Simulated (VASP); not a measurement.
# ZrO2 (Fm-3m) in VASP: notebook

ZrO2 is run at these levels: PBE; tasks: single point, relaxation of cell and atoms.

Everything below comes from runs of VASP 6.6.1. Logs are shortened: lines on timing, memory, paths and dates and some standing lists are left out, and cuts for length are marked.

## (1) The cell of the first run

The structure is cubic, space group Fm-3m (No. 225). The conventional cell has a = 5.101 Å, b = 5.101 Å, c = 5.101 Å, α = 90.00°, β = 90.00°, γ = 90.00°. Zr (site symmetry m-3m) has 8 O at 2.21 Å within 2.9 Å. Within 2.9 Å of O (site symmetry -43m) lie 4 Zr at 2.21 Å and 6 O at 2.55 Å.

## (2) Single point, PBE

INCAR reads:

```
SYSTEM = ZrO2
ALGO = Normal
EDIFF = 1E-6
ENCUT = 600
GGA = PE
GGA_COMPAT = .False.
ISIF = 2
ISMEAR = 0
LASPH = .True.
LCHARG = .True.
LELF = .True.
LREAL = .False.
LVHAR = .True.
LWAVE = .False.
NBANDS = 19
NELM = 120
PREC = Accurate
SIGMA = 0.02
```

KPOINTS reads:

```
k-points
0
Gamma
  8 8 8
  0 0 0
```

POSCAR reads:

```
ZrO2
1.0
    0.0000000000      2.5505826562      2.5505826562
    2.5505826562      0.0000000000      2.5505826562
    2.5505826562      2.5505826562      0.0000000000
Zr O
1 2
Direct
    0.0000000000      0.0000000000      0.0000000000
    0.2500000000      0.2500000000      0.2500000000
    0.7500000000      0.7500000000      0.7500000000
```

Potentials or basis: VASP PAW PBE potentials, release 64 (Zr_sv, O).

The run is started by

```console
> cat potpaw_PBE.64/Zr_sv/POTCAR potpaw_PBE.64/O/POTCAR > POTCAR
> mpirun -np 1 vasp_std > vasp.out
```

OUTCAR:

```text
SYSTEM = ZrO2
   EDIFF = 1E-6
   ENCUT = 600
   GGA = PE
   ISIF = 2
   ISMEAR = 0
   LASPH = .True.
   LREAL = .False.
   NELM = 120
   PREC = Accurate

 ion  position               nearest neighbor table
   1  0.000  0.000  0.000-   2 2.21   3 2.21   3 2.21   3 2.21   3 2.21   2 2.21   2 2.21   2 2.21

   2  0.250  0.250  0.250-   1 2.21   1 2.21   1 2.21   1 2.21
   3  0.750  0.750  0.750-   1 2.21   1 2.21   1 2.21   1 2.21

  LATTYP: Found a face centered cubic cell.
 ALAT       =     5.1011653124

  Lattice vectors:

 A1 = (   0.0000000000,   2.5505826562,   2.5505826562)
 A2 = (   2.5505826562,   0.0000000000,   2.5505826562)
 A3 = (   2.5505826562,   2.5505826562,   0.0000000000)

Analysis of symmetry for initial positions (statically):
=====================================================================
 Subroutine PRICEL returns:
 Original cell was already a primitive cell.

 Routine SETGRP: Setting up the symmetry group for a
 face centered cubic supercell.

 Subroutine GETGRP returns: Found 48 space group operations
 (whereof 48 operations were pure point group operations)
 out of a pool of 48 trial point group operations.

The static configuration has the point symmetry O_h .

Analysis of symmetry for dynamics (positions and initial velocities):
=====================================================================
 Subroutine PRICEL returns:
 Original cell was already a primitive cell.

 Routine SETGRP: Setting up the symmetry group for a
 face centered cubic supercell.

 Subroutine GETGRP returns: Found 48 space group operations
 (whereof 48 operations were pure point group operations)
 out of a pool of 48 trial point group operations.

The dynamic configuration has the point symmetry O_h .

 Subroutine INISYM returns: Found 48 space group operations
 (whereof 48 operations are pure point group operations),
 and found     1 'primitive' translations

----------------------------------------------------------------------------------------

                                     Primitive cell

  volume of cell :      33.1855

  direct lattice vectors                    reciprocal lattice vectors
     0.000000000  2.550582656  2.550582656    -0.196033639  0.196033639  0.196033639
     2.550582656  0.000000000  2.550582656     0.196033639 -0.196033639  0.196033639
     2.550582656  2.550582656  0.000000000     0.196033639  0.196033639 -0.196033639

  length of vectors
     3.607068584  3.607068584  3.607068584     0.339540223  0.339540223  0.339540223

  position of ions in fractional coordinates (direct lattice)
     0.000000000  0.000000000  0.000000000
     0.250000000  0.250000000  0.250000000
     0.750000000  0.750000000  0.750000000

  ion indices of the primitive-cell ions
   primitive index   ion index
                 1           1
                 2           2
                 3           3

----------------------------------------------------------------------------------------

 KPOINTS: k-points

Automatic generation of k-mesh.
 Grid dimensions read from file:
 generate k-points for:    8    8    8

 Generating k-lattice:

  Cartesian coordinates                     Fractional coordinates (reciprocal lattice)
    -0.024504205  0.024504205  0.024504205     0.125000000  0.000000000  0.000000000
     0.024504205 -0.024504205  0.024504205     0.000000000  0.125000000  0.000000000
     0.024504205  0.024504205 -0.024504205     0.000000000  0.000000000  0.125000000

  Length of vectors
     0.042442528  0.042442528  0.042442528

  Shift w.r.t. Gamma in fractional coordinates (k-lattice)
     0.000000000  0.000000000  0.000000000

 Subroutine IBZKPT returns following result:
 ===========================================

 Found     29 irreducible k-points:

 Following reciprocal coordinates:
            Coordinates               Weight
  0.000000  0.000000  0.000000      1.000000
  0.125000  0.000000  0.000000      8.000000
  0.250000  0.000000  0.000000      8.000000
  0.375000  0.000000  0.000000      8.000000
  0.500000  0.000000  0.000000      4.000000
  0.125000  0.125000  0.000000      6.000000
[... 16 lines left out ...]
  0.500000  0.250000  0.125000     48.000000
 -0.375000  0.250000  0.125000     24.000000
 [... further k-points ...]
   k-points           NKPTS =     29   k-points in BZ     NKDIM =     29   number of bands    NBANDS=     19
   number of dos      NEDOS =    301   number of ions     NIONS =      3
   total plane-waves  NPLWV =  27000
   dimension x,y,z NGX =    30 NGY =   30 NGZ =   30
   dimension x,y,z NGXF=    60 NGYF=   60 NGZF=   60
   ions per type =               1   2
   NGX,Y,Z   is equivalent  to a cutoff of  13.83, 13.83, 13.83 a.u.
   NGXF,Y,Z  is equivalent  to a cutoff of  27.65, 27.65, 27.65 a.u.
 SYSTEM =  ZrO2
   PREC   = accura    normal or accurate (medium, high low for compatibility)
   ISTART =      0    job   : 0-new  1-cont  2-samecut
   ICHARG =      2    charge: 1-file 2-atom 10-const
   ISPIN  =      1    spin polarized calculation?
   LNONCOLLINEAR =      F non collinear calculations
   LSORBIT =      F    spin-orbit coupling
   LASPH  =      T    aspherical Exc in radial PAW
   ENCUT  =  600.0 eV  44.10 Ry    6.64 a.u.   7.20  7.20  7.20*2*pi/ulx,y,z
   NELM   =    120;   NELMIN=  2; NELMDL= -5     # of ELM steps
   EDIFF  = 0.1E-05   stopping-criterion for ELM
   LREAL  =      F    real-space projection
   EDIFFG = 0.1E-04   stopping-criterion for IOM
   NSW    =      0    number of steps for IOM
   IBRION =     -1    ionic relax: 0-MD 1-quasi-New 2-CG
   NFREE  =      0    steps in history (QN), initial steepest desc. (CG)
   ISIF   =      2    stress and relaxation
   ISYM   =      2    0-nonsym 1-usesym 2-fastsym
   POTIM  = 0.5000    time-step for ionic-motion
   TEBEG  =    0.0;   TEEND  =   0.0 temperature during run
   PSTRESS=    0.0 pullay stress
   NELECT =      24.0000    total number of electrons
   NUPDOWN=      -1.0000    fix difference up-down
   EMIN   =  10.00;   EMAX   =-10.00  energy-range for DOS
   EFERMI =   0.00;   METHOD = LEGACY
   ISMEAR =     0;   SIGMA  =   0.02  broadening in eV -4-tet -1-fermi 0-gaus
   EFERMI_NEDOS =   21; number of points for ismear=-14 and -15
   IALGO  =     38    algorithm
   IMIX   =      4    mixing-type and parameters
     AMIX     =   0.40;   BMIX     =  1.00
     AMIX_MAG =   1.60;   BMIX_MAG =  1.00
  volume/ion in A,a.u.               =      11.06        74.65
  Fermi-wavevector in a.u.,A,eV,Ry     =   1.469476  2.776907 29.379874  2.159360
  Thomas-Fermi vector in A             =   2.584849
   LORBIT       =      0    0 simple, 1 ext, 2 COOP (PROOUT), +10 PAW based schemes
   GGA     = PE    functional components
   LHFCALC =     F    Hartree Fock is set to
   AEXX    =    0.0000 exact exchange contribution
   IVDW    =     0    specifies the selected vdW correction
   LEPSILON=     F    determine dielectric tensor
   LRPA    =     F    only Hartree local field effects (RPA)
 non-spin polarized calculation
 Gauss-broadening in eV      SIGMA  =   0.02
  energy-cutoff  :      600.00
  volume of cell :       33.19
 maximum number of plane-waves:      1124
 NGX is ok and might be reduce to    30
   NGX = 15   NGY = 15   NGZ = 15

 number of electron      23.9999994 magnetization

 Free energy of the ion-electron system (eV)
  ---------------------------------------------------
  ext. energy  EPLUGINS =         0.00000000
  ---------------------------------------------------
  free energy    TOTEN  =       -28.57052069 eV

  energy without entropy =      -28.57052069  energy(sigma->0) =      -28.57052069

 E-fermi :   7.2745     XC(G=0): -11.7472

 val. band max:        7.1473625074   @ k =   0.5000   0.5000   0.0000
 cond. band min:      10.4832569590   @ k =   0.0000   0.0000   0.0000
 fundamental gap:      3.3358944515
 Fermi energy:         7.2745148716

 k-point     1 :       0.0000    0.0000    0.0000
  band No.  band energies     occupation
      1     -40.9715      2.00000
      2     -18.7909      2.00000
      3     -18.7909      2.00000
      4     -18.7909      2.00000
      5     -11.0169      2.00000
      6      -8.4843      2.00000
[... 11 lines left out ...]
     18      16.4349      0.00000
     19      21.4802      0.00000

 k-point     2 :       0.1250    0.0000    0.0000
  band No.  band energies     occupation
      1     -40.9649      2.00000
      2     -18.8987      2.00000
      3     -18.8010      2.00000
      4     -18.8010      2.00000
      5     -10.8044      2.00000
      6      -8.6377      2.00000
[... 11 lines left out ...]
     18      16.2110      0.00000
     19      21.1380      0.00000

 k-point     3 :       0.2500    0.0000    0.0000
  band No.  band energies     occupation
      1     -40.9490      2.00000
      2     -19.1419      2.00000
      3     -18.8251      2.00000
      4     -18.8251      2.00000
      5     -10.3450      2.00000
      6      -8.9150      2.00000
[... 11 lines left out ...]
     18      16.1737      0.00000
     19      20.4433      0.00000

 k-point     4 :       0.3750    0.0000    0.0000
  band No.  band energies     occupation
      1     -40.9330      2.00000
      2     -19.3656      2.00000
      3     -18.8490      2.00000
      4     -18.8490      2.00000
      5     -10.0775      2.00000
      6      -8.9479      2.00000
[... 11 lines left out ...]
     18      16.5052      0.00000
     19      20.5160      0.00000

 k-point     5 :       0.5000    0.0000    0.0000
  band No.  band energies     occupation
      1     -40.9263      2.00000
      2     -19.4535      2.00000
      3     -18.8588      2.00000
      4     -18.8588      2.00000
      5     -10.0625      2.00000
      6      -8.8501      2.00000
[... 11 lines left out ...]
     18      16.1663      0.00000
     19      21.0538      0.00000
[... 334 lines left out ...]
      2     -19.5066      2.00000
      3     -18.9600      2.00000
      4     -18.9600      2.00000
      5      -9.6798      2.00000
      6      -8.9383      2.00000
[... 11 lines left out ...]
     18      20.5315      0.00000
     19      20.7524      0.00000

 k-point    22 :       0.3750    0.2500    0.1250
  band No.  band energies     occupation
      1     -40.9371      2.00000
      2     -19.2179      2.00000
      3     -18.9321      2.00000
      4     -18.8567      2.00000
      5      -9.9239      2.00000
      6      -9.1628      2.00000
[... 11 lines left out ...]
     18      16.8503      0.00000
     19      21.2190      0.00000

 k-point    23 :       0.5000    0.2500    0.1250
  band No.  band energies     occupation
      1     -40.9242      2.00000
      2     -19.3236      2.00000
      3     -19.0207      2.00000
      4     -18.8840      2.00000
      5      -9.6677      2.00000
      6      -9.1922      2.00000
[... 11 lines left out ...]
     18      17.6698      0.00000
     19      21.3771      0.00000

 k-point    24 :      -0.3750    0.2500    0.1250
  band No.  band energies     occupation
      1     -40.9189      2.00000
      2     -19.3633      2.00000
      3     -19.0577      2.00000
      4     -18.8974      2.00000
      5      -9.6776      2.00000
      6      -9.0759      2.00000
[... 11 lines left out ...]
     18      17.7814      0.00000
     19      21.6274      0.00000

 [... further k-points ...]
[... 5 lines left out ...]
  --------------------------------------------------------------------------------------
  -------------------------------------------------------------------------------------
  Total        0.4462875      0.4462875      0.4462875      0.0000000      0.0000000      0.0000000
  in kB       21.5465162     21.5465162     21.5465162      0.0000000      0.0000000      0.0000000
  external PRESSURE =      21.5465162 kB  Pullay stress =       0.0000000 kB

 VOLUME and BASIS-vectors are now :
 -----------------------------------------------------------------------------
  energy-cutoff  :      600.00
  volume of cell :       33.19
      direct lattice vectors                 reciprocal lattice vectors
     0.000000000  2.550582656  2.550582656    -0.196033639  0.196033639  0.196033639
     2.550582656  0.000000000  2.550582656     0.196033639 -0.196033639  0.196033639
     2.550582656  2.550582656  0.000000000     0.196033639  0.196033639 -0.196033639

 POSITION                                       TOTAL-FORCE (eV/Angst)
 -----------------------------------------------------------------------------------
      0.00000      0.00000      0.00000         0.000000      0.000000      0.000000
      1.27529      1.27529      1.27529         0.000000      0.000000      0.000000
      3.82587      3.82587      3.82587        -0.000000     -0.000000     -0.000000
 -----------------------------------------------------------------------------------
    total drift:                                0.000000     -0.000000      0.000000

  FREE ENERGIE OF THE ION-ELECTRON SYSTEM (eV)
  ---------------------------------------------------
  free  energy   TOTEN  =       -28.5705206919 eV

  energy  without entropy=      -28.5705206919  energy(sigma->0) =      -28.57052069
```

It took 47 s on 1 thread of Intel Xeon 8259CL, shared host; peak memory 0.18 GiB.

Results:

| Item | Value |
| --- | --- |
| Free energy | -28.5705 eV |
| Pressure | 2.2 GPa |
| Band gap on the k mesh | 3.34 eV (least direct gap 3.77 eV) |

Levels at points of the mesh, in eV from the valence-band top:
| k point | band 9 | band 10 | band 11 | band 12 | band 13 | band 14 | band 15 | band 16 |
| --- | --- | --- | --- | --- | --- | --- | --- | --- |
| (0.00, 0.00, 0.00) | -5.19 | -0.53 | -0.53 | -0.53 | 3.34 | 3.34 | 6.53 | 9.29 |
| (0.50, 0.00, 0.00) | -2.52 | -2.47 | -1.64 | -1.64 | 3.97 | 3.97 | 6.03 | 8.39 |
| (0.50, 0.50, 0.00) | -3.13 | -1.50 | -1.50 | 0.00 | 3.77 | 4.70 | 5.77 | 7.22 |

A k mesh can miss the band edges.

## (3) Relaxation of cell and atoms, PBE, target pressure 40 GPa, at which the enthalpy is minimised

This run uses another cell than the first one, of 9.78 Å³/atom.

INCAR reads:

```
SYSTEM = ZrO2
PREC     = Accurate       ! precision mode
ENCUT    = 600            ! plane-wave cutoff, eV
EDIFF    = 1E-7           ! SCF threshold, eV
ISMEAR   = 0              ! smearing method
SIGMA    = 0.02           ! smearing width, eV
LREAL    = .False.        ! projectors in reciprocal space
LASPH    = .True.         ! aspherical terms in the spheres
NELM     = 120            ! most SCF steps
ALGO     = Normal         ! electronic algorithm
ISIF     = 3              ! what is computed and relaxed
LWAVE    = .False.        ! write WAVECAR
LCHARG   = .False.        ! write CHGCAR
GGA      = PE             ! functional
IBRION   = 2              ! ionic algorithm
NSW      = 70             ! ionic steps
EDIFFG   = -0.008         ! ionic threshold
PSTRESS  = 400.0        
GGA_COMPAT= .False.      
NELMIN   = 4
```

KPOINTS reads:

```
regular mesh
0
Gamma
  8 8 8
  0 0 0
```

POSCAR reads:

```
ZrO2
1.0
    0.0000000000      2.4478865290      2.4478865290
    2.4478865290      0.0000000000      2.4478865290
    2.4478865290      2.4478865290      0.0000000000
Zr O
1 2
Direct
    0.0000000000      0.0000000000      0.0000000000
    0.2500000000      0.2500000000      0.2500000000
    0.7500000000      0.7500000000      0.7500000000
```

Potentials or basis: VASP PAW PBE potentials, release 64 (Zr_sv, O).

The run is started by

```console
> cat potpaw_PBE.64/Zr_sv/POTCAR potpaw_PBE.64/O/POTCAR > POTCAR
> mpirun -np 1 vasp_std > vasp.out
```

Run time: 82 s. Hardware: 1 thread of Intel Xeon 8259CL, shared host; peak memory 0.17 GiB.

Results (log left out):

| Property | Result |
| --- | --- |
| Free energy | -28.1084 eV |
| Relaxed volume | 9.81 Å³/atom |
| Relaxed cell | a = 3.466 Å, b = 3.466 Å, c = 3.466 Å, α = 60.00°, β = 60.00°, γ = 60.00° |
| Space group after relaxing (to 0.1 Å) | Fm-3m (No. 225) |
| Energy change on relaxing (the run minimises the enthalpy) | -8.6 meV/atom |
| Ionic steps | 3 |
| Pressure after relaxing | 40.0 GPa |
| Band gap on the k mesh | 3.65 eV (least direct gap 4.21 eV) |

Step by step:
```csv
step,energy change (eV),largest force (eV/Å),pressure (GPa),volume (Å³)
1,0.0000,0.0000,41.36,29.34
2,-0.0860,0.0000,36.70,29.69
3,-0.0257,0.0000,40.00,29.44
```

Final structure:
```xyz
3
Lattice="0.0000 2.4507 2.4507 2.4507 0.0000 2.4507 2.4507 2.4507 0.0000" Properties=species:S:1:pos:R:3 pbc="T T T"
Zr    0.0000    0.0000    0.0000
O     1.2253    1.2253    1.2253
O     3.6760    3.6760    3.6760
```

Levels at points of the mesh, in eV from the valence-band top:
| k point | band 9 | band 10 | band 11 | band 12 | band 13 | band 14 | band 15 | band 16 |
| --- | --- | --- | --- | --- | --- | --- | --- | --- |
| (0.00, 0.00, 0.00) | -5.92 | -0.57 | -0.57 | -0.57 | 3.65 | 3.65 | 7.44 | 10.81 |
| (0.50, 0.00, 0.00) | -2.73 | -2.57 | -1.72 | -1.72 | 4.44 | 4.44 | 7.18 | 9.38 |
| (0.50, 0.50, 0.00) | -3.31 | -1.68 | -1.68 | 0.00 | 4.21 | 5.36 | 6.92 | 8.30 |

Caveat: the cell is relaxed towards a set pressure, so the run minimises the enthalpy, not the energy. A k mesh can miss the band edges.
